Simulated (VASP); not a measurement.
# Na (P6_3/mmc) in VASP: further runs

Na is run at these levels: PBEsol; tasks: single point.

All numbers are computed with VASP 6.6.1; they aren't measurements. Logs are shortened: lines on timing, memory, paths and dates and some standing lists are left out, and cuts for length are marked.

## (1) The cell of the first run

It takes space group P6_3/mmc (No. 194, hexagonal). Conventional cell: a = 2.734 Å, b = 2.734 Å, c = 8.994 Å, α = 90.00°, β = 90.00°, γ = 120.00°. Na (site symmetry -3m) has 12 Na at 2.73 to 2.75 Å within 3.6 Å. Within 3.6 Å of Na (site symmetry -6m2) lie 12 Na at 2.73 to 2.75 Å.

## (2) Single point, PBEsol

INCAR reads:

```
PREC = Accurate ; ENCUT = 520
EDIFF = 1E-6 ; ISMEAR = 1
SIGMA = 0.1 ; LREAL = F
LASPH = T ; NELM = 60
ALGO = Normal ; ISIF = 2
LWAVE = F ; LCHARG = F
GGA = PS ; NBANDS = 22
```

KPOINTS reads:

```
Automatic mesh
0
Gamma
  7 7 2
```

POSCAR reads:

```
Na
1.0
    2.7337627128      0.0000002133      0.0000000000
   -1.3668815411      2.3675078506      0.0000000000
    0.0000000000      0.0000000000      8.9936639475
Na
4
Direct
    0.0000000000      0.0000000000      0.0000000000
    0.3333333333      0.6666666667      0.2500000000
    0.0000000000      0.0000000000      0.5000000000
    0.6666666667      0.3333333333      0.7500000000
```

Potentials or basis: VASP PAW PBE potentials, release 64 (Na_pv).

The run is started by

```bash
$ cat potpaw_PBE.64/Na_pv/POTCAR > POTCAR
$ mpirun -np 1 vasp_std > vasp.out
```

OUTCAR:

```text
PREC = Accurate
   ENCUT = 520
   EDIFF = 1E-6
   ISMEAR = 1
   LREAL = F
   LASPH = T
   NELM = 60
   ISIF = 2
   GGA = PS

 ion  position               nearest neighbor table
   1  0.000  0.000  0.000-   2 2.75   4 2.75   4 2.75   2 2.75   4 2.75   2 2.75
   2  0.333  0.667  0.250-   1 2.75   3 2.75   1 2.75   3 2.75   1 2.75   3 2.75
   3  0.000  0.000  0.500-   2 2.75   4 2.75   4 2.75   2 2.75   4 2.75   2 2.75
   4  0.667  0.333  0.750-   1 2.75   3 2.75   1 2.75   3 2.75   1 2.75   3 2.75

  LATTYP: Found a hexagonal cell.
 ALAT       =     2.7337627128
 C/A-ratio  =     3.2898480564

  Lattice vectors:

 A1 = (   2.7337627128,   0.0000002133,   0.0000000000)
 A2 = (  -1.3668815411,   2.3675078506,   0.0000000000)
 A3 = (   0.0000000000,   0.0000000000,   8.9936639475)

Analysis of symmetry for initial positions (statically):
=====================================================================
 Subroutine PRICEL returns:
 Original cell was already a primitive cell.

 Routine SETGRP: Setting up the symmetry group for a
 hexagonal supercell.

 Subroutine GETGRP returns: Found 24 space group operations
 (whereof 12 operations were pure point group operations)
 out of a pool of 24 trial point group operations.

The static configuration has the point symmetry D_3d.
 The point group associated with its full space group is D_6h.

Analysis of symmetry for dynamics (positions and initial velocities):
=====================================================================
 Subroutine PRICEL returns:
 Original cell was already a primitive cell.

 Routine SETGRP: Setting up the symmetry group for a
 hexagonal supercell.

 Subroutine GETGRP returns: Found 24 space group operations
 (whereof 12 operations were pure point group operations)
 out of a pool of 24 trial point group operations.

The dynamic configuration has the point symmetry D_3d.
 The point group associated with its full space group is D_6h.

 Subroutine INISYM returns: Found 24 space group operations
 (whereof 12 operations are pure point group operations),
 and found     1 'primitive' translations

----------------------------------------------------------------------------------------

                                     Primitive cell

[... 81 lines left out ...]
   LSORBIT =      F    spin-orbit coupling
   LASPH  =      T    aspherical Exc in radial PAW
   ENCUT  =  520.0 eV  38.22 Ry    6.18 a.u.   5.08  5.08 16.72*2*pi/ulx,y,z
   NELM   =     60;   NELMIN=  2; NELMDL= -5     # of ELM steps
   EDIFF  = 0.1E-05   stopping-criterion for ELM
   LREAL  =      F    real-space projection
   EDIFFG = 0.1E-04   stopping-criterion for IOM
   NSW    =      0    number of steps for IOM
   IBRION =     -1    ionic relax: 0-MD 1-quasi-New 2-CG
   NFREE  =      0    steps in history (QN), initial steepest desc. (CG)
   ISIF   =      2    stress and relaxation
   ISYM   =      2    0-nonsym 1-usesym 2-fastsym
   POTIM  = 0.5000    time-step for ionic-motion
   TEBEG  =    0.0;   TEEND  =   0.0 temperature during run
   PSTRESS=    0.0 pullay stress
   NELECT =      28.0000    total number of electrons
   NUPDOWN=      -1.0000    fix difference up-down
   EMIN   =  10.00;   EMAX   =-10.00  energy-range for DOS
   EFERMI =   0.00;   METHOD = LEGACY
   ISMEAR =     1;   SIGMA  =   0.10  broadening in eV -4-tet -1-fermi 0-gaus
   EFERMI_NEDOS =   21; number of points for ismear=-14 and -15
   IALGO  =     38    algorithm
   IMIX   =      4    mixing-type and parameters
     AMIX     =   0.40;   BMIX     =  1.00
     AMIX_MAG =   1.60;   BMIX_MAG =  1.00
  volume/ion in A,a.u.               =      14.55        98.20
  Fermi-wavevector in a.u.,A,eV,Ry     =   1.282718  2.423986 22.386558  1.645366
  Thomas-Fermi vector in A             =   2.415013
   LORBIT       =      0    0 simple, 1 ext, 2 COOP (PROOUT), +10 PAW based schemes
   GGA     = PS    functional components
   LHFCALC =     F    Hartree Fock is set to
   AEXX    =    0.0000 exact exchange contribution
   IVDW    =     0    specifies the selected vdW correction
   LEPSILON=     F    determine dielectric tensor
   LRPA    =     F    only Hartree local field effects (RPA)
 non-spin polarized calculation
 Methfessel and Paxton  Order N= 1 SIGMA  =   0.10
  energy-cutoff  :      520.00
  volume of cell :       58.21
 maximum number of plane-waves:      1584
   NGX = 11   NGY = 11   NGZ = 33

 number of electron      28.0000008 magnetization

 Free energy of the ion-electron system (eV)
  ---------------------------------------------------
  ext. energy  EPLUGINS =         0.00000000
  ---------------------------------------------------
  free energy    TOTEN  =        -0.46373924 eV

  energy without entropy =       -0.46375724  energy(sigma->0) =       -0.46374524

 E-fermi :   4.8303     XC(G=0):  -9.6528

 val. band max:        4.8081955870   @ k =   0.1429   0.1429   0.5000
 cond. band min:       5.2737071244   @ k =   0.2857  -0.0000   0.5000
 fundamental gap:      0.4655115373
 Fermi energy:         4.8303053371

 k-point     1 :       0.0000    0.0000    0.0000
  band No.  band energies     occupation
      1     -20.7150      2.00000
      2     -20.4011      2.00000
      3     -20.4005      2.00000
      4     -20.1302      2.00000
      5     -20.1302      2.00000
      6     -20.0959      2.00000
[... 389 lines left out ...]
     21      12.0431      0.00000
     22      12.0431      0.00000

------------------------ aborting loop because EDIFF is reached ----------------------------------------

  FORCE on cell =-STRESS in cart. coord.  units (eV):
  Direction    XX          YY          ZZ          XY          YZ          ZX
  --------------------------------------------------------------------------------------
  -------------------------------------------------------------------------------------
  Total       14.5486283     14.5486283     14.7079998      0.0000000     -0.0000000      0.0000000
  in kB      400.4457713    400.4457713    404.8324149      0.0000000     -0.0000000      0.0000000
  external PRESSURE =     401.9079858 kB  Pullay stress =       0.0000000 kB

 VOLUME and BASIS-vectors are now :
 -----------------------------------------------------------------------------
  energy-cutoff  :      520.00
  volume of cell :       58.21
      direct lattice vectors                 reciprocal lattice vectors
     2.733762713  0.000000213  0.000000000     0.365796179  0.211192561  0.000000000
    -1.366881541  2.367507851  0.000000000    -0.000000033  0.422385064  0.000000000
     0.000000000  0.000000000  8.993663947     0.000000000  0.000000000  0.111189389

 POSITION                                       TOTAL-FORCE (eV/Angst)
 -----------------------------------------------------------------------------------
      0.00000      0.00000      0.00000        -0.000000     -0.000000      0.000000
     -0.00000      1.57834      2.24842         0.000000     -0.000000     -0.000000
      0.00000      0.00000      4.49683        -0.000000     -0.000000      0.000000
      1.36688      0.78917      6.74525        -0.000000      0.000000      0.000000
 -----------------------------------------------------------------------------------
    total drift:                                0.000000     -0.000000      0.000000

  FREE ENERGIE OF THE ION-ELECTRON SYSTEM (eV)
  ---------------------------------------------------
  free  energy   TOTEN  =        -0.4637392376 eV

  energy  without entropy=       -0.4637572356  energy(sigma->0) =       -0.46374524
```

OSZICAR:

```text
N       E                     dE             d eps       ncg     rms          rms(c)
DAV:   1     0.281956484351E+03    0.28196E+03   -0.15695E+04   704   0.172E+03
DAV:   2     0.142431543000E+02   -0.26771E+03   -0.26330E+03   704   0.437E+02
DAV:   3    -0.307408039458E+00   -0.14551E+02   -0.14496E+02   866   0.118E+02
DAV:   4    -0.533453041779E+00   -0.22605E+00   -0.22600E+00   776   0.160E+01
DAV:   5    -0.537763616137E+00   -0.43106E-02   -0.43105E-02   842   0.219E+00    0.139E+00
DAV:   6    -0.491526636699E+00    0.46237E-01   -0.14666E-02   898   0.214E+00    0.815E-01
DAV:   7    -0.464325258697E+00    0.27201E-01   -0.14624E-02   958   0.190E+00    0.115E-01
DAV:   8    -0.463741424584E+00    0.58383E-03   -0.26880E-03   824   0.847E-01    0.849E-03
DAV:   9    -0.463740763060E+00    0.66152E-06   -0.56830E-05   812   0.102E-01    0.450E-03
DAV:  10    -0.463738464823E+00    0.22982E-05   -0.45943E-06   734   0.243E-02    0.601E-04
DAV:  11    -0.463739237573E+00   -0.77275E-06   -0.17831E-07   424   0.710E-03
   1 F= -.46373924E+00 E0= -.46374524E+00  d E =0.179980E-04
```

It took 8.1 s on 1 thread of Intel Xeon Platinum 8488C (Sapphire Rapids), shared host; peak memory 0.16 GiB.

Results:

| Property | Result |
| --- | --- |
| Free energy | -0.4637 eV |
| Pressure | 40.2 GPa |
| Band gap on the k mesh | zero (band 14 reaches 6.83 eV, above the bottom of band 15 at 1.09 eV) |

Stress tensor (GPa, compression positive):
```
40.04  0.00  0.00
 0.00 40.04  0.00
 0.00  0.00 40.48
```

Levels at points of the mesh, in eV from the Fermi level:
```
           k point  band 10  band 11  band 12  band 13  band 14  band 15  band 16  band 17  band 18  band 19
(0.00, 0.00, 0.00)   -24.89   -24.89   -24.89    -5.75    -3.75    -3.74     0.93     2.11     9.22     9.25
(0.00, 0.00, 0.50)   -24.90   -24.90   -24.90    -5.23    -5.23    -1.48    -1.48     5.12     5.12    13.90
```

Caveat: the k points lie up to 0.38 Å⁻¹ apart; the PAW data sets were made with another functional, which shifts forces and pressure a little.

## (3) Single point, PBEsol

This run uses another cell than the first one, of 15.98 Å³/atom, 1.098 times its volume.

INCAR reads:

```
SYSTEM = Na
PREC = Accurate ; ENCUT = 520
EDIFF = 1E-6 ; ISMEAR = 1
SIGMA = 0.1 ; LREAL = .FALSE.
LASPH = .TRUE. ; NELM = 80
ALGO = Normal ; ISIF = 2
LWAVE = .FALSE. ; LCHARG = .FALSE.
GGA = PS ; NBANDS = 22
```

KPOINTS reads:

```
regular mesh
0
G
  7 7 2
  0 0 0
```

POSCAR reads:

```
Na
1.0
    2.8202769235      0.0000002200      0.0000000000
   -1.4101386523      2.4424313515      0.0000000000
    0.0000000000      0.0000000000      9.2773703704
Na
4
Direct
    0.0000000000      0.0000000000      0.0000000000
    0.3333333333      0.6666666667      0.2500000000
    0.0000000000      0.0000000000      0.5000000000
    0.6666666667      0.3333333333      0.7500000000
```

Potentials or basis: VASP PAW PBE potentials, release 64 (Na_pv).

The run is started by

```bash
$ cat potpaw_PBE.64/Na_pv/POTCAR > POTCAR
$ mpirun -np 1 vasp_std > vasp.out
```

Wall time 9.7 s (1 thread of Intel Xeon Platinum 8488C (Sapphire Rapids), shared host); peak memory 0.17 GiB.

It converged, with:

| Quantity | Value |
| --- | --- |
| Free energy | -1.7042 eV |
| Pressure | 30.1 GPa |
| Band gap on the k mesh | zero (band 14 reaches 6.04 eV, above the bottom of band 15 at 0.55 eV) |

Stress tensor (GPa, compression positive):
```
30.01  0.00  0.00
 0.00 30.01  0.00
 0.00  0.00 30.35
```

Levels at points of the mesh, in eV from the Fermi level:
| k point | band 11 | band 12 | band 13 | band 14 | band 15 | band 16 | band 17 | band 18 |
| --- | --- | --- | --- | --- | --- | --- | --- | --- |
| (0.00, 0.00, 0.00) | -24.73 | -24.73 | -5.42 | -3.56 | -3.55 | 0.88 | 2.01 | 8.84 |
| (0.00, 0.00, 0.50) | -24.74 | -24.74 | -4.94 | -4.94 | -1.42 | -1.42 | 4.90 | 4.90 |

Caveat: the k points lie up to 0.37 Å⁻¹ apart; the PAW data sets were made with another functional, which shifts forces and pressure a little.

## (4) Single point, PBEsol

This run uses another cell than the first one, of 18.11 Å³/atom, 1.245 times its volume.

INCAR reads:

```
PREC = Accurate ; ENCUT = 520
EDIFF = 1E-6 ; ISMEAR = 1
SIGMA = 0.1 ; LREAL = F
LASPH = T ; NELM = 80
ALGO = Normal ; ISIF = 2
LWAVE = F ; LCHARG = F
GGA = PS ; NBANDS = 22
```

KPOINTS reads:

```
Automatic mesh
0
Gamma
  7 7 2
```

POSCAR reads:

```
Na
1.0
    2.9395885307      0.0000002293      0.0000000000
   -1.4697944639      2.5457582296      0.0000000000
    0.0000000000      0.0000000000      9.6804426586
Na
4
Direct
    0.0000000000      0.0000000000      0.0000000000
    0.3333333333      0.6666666667      0.2500000000
    0.0000000000      0.0000000000      0.5000000000
    0.6666666667      0.3333333333      0.7500000000
```

The run is started by

```bash
$ cat potpaw_PBE.64/Na_pv/POTCAR > POTCAR
$ mpirun -np 1 vasp_std > vasp.out
```

It took 11 s on 1 thread of Intel Xeon Platinum 8488C (Sapphire Rapids), shared host; peak memory 0.18 GiB.

The run converged. Its results:

```yaml
Free_energy: -3.0217 eV
Pressure: 20.1 GPa
Band_gap_on_the_k_mesh: zero (band 14 reaches 5.10 eV, above the bottom of band 15 at -0.06 eV)
```

Stress tensor (GPa, compression positive):
```
20.02  0.00  0.00
 0.00 20.02  0.00
 0.00  0.00 20.19
```

Levels at points of the mesh, in eV from the Fermi level:
```csv
k point,band 10,band 11,band 12,band 13,band 14,band 15,band 16,band 17,band 18,band 19
"(0.00, 0.00, 0.00)",-24.57,-24.57,-24.57,-5.00,-3.31,-3.31,0.82,1.87,8.31,8.32
"(0.00, 0.00, 0.50)",-24.58,-24.58,-24.58,-4.57,-4.57,-1.33,-1.33,4.59,4.59,12.52
```

Caveat: the PAW data sets were made with another functional, which shifts forces and pressure a little.

## (5) Overview

| cell | gap on the mesh (eV) | pressure (GPa) |
| --- | --- | --- |
| a = 2.734, b = 2.734, c = 8.994 Å, angles 90.0, 90.0, 120.0°, 4 atoms | none | 40.2 |
| a = 2.820, b = 2.820, c = 9.277 Å, angles 90.0, 90.0, 120.0°, 4 atoms | none | 30.1 |
| a = 2.940, b = 2.940, c = 9.680 Å, angles 90.0, 90.0, 120.0°, 4 atoms | none | 20.1 |

Alike in all rows: task single point; level PBEsol; potentials or basis VASP PAW PBE potentials, release 64 (Na_pv); no spin polarisation; k mesh 7 × 7 × 2; cutoff (eV) 520; smearing methfessel-paxton 0.1 eV.

Caveats: some runs use coarse meshes; the PAW data sets were made with another functional, which shifts forces and pressure a little.

Total energies depend on the potentials used, so only differences within one code and one set of settings carry meaning.
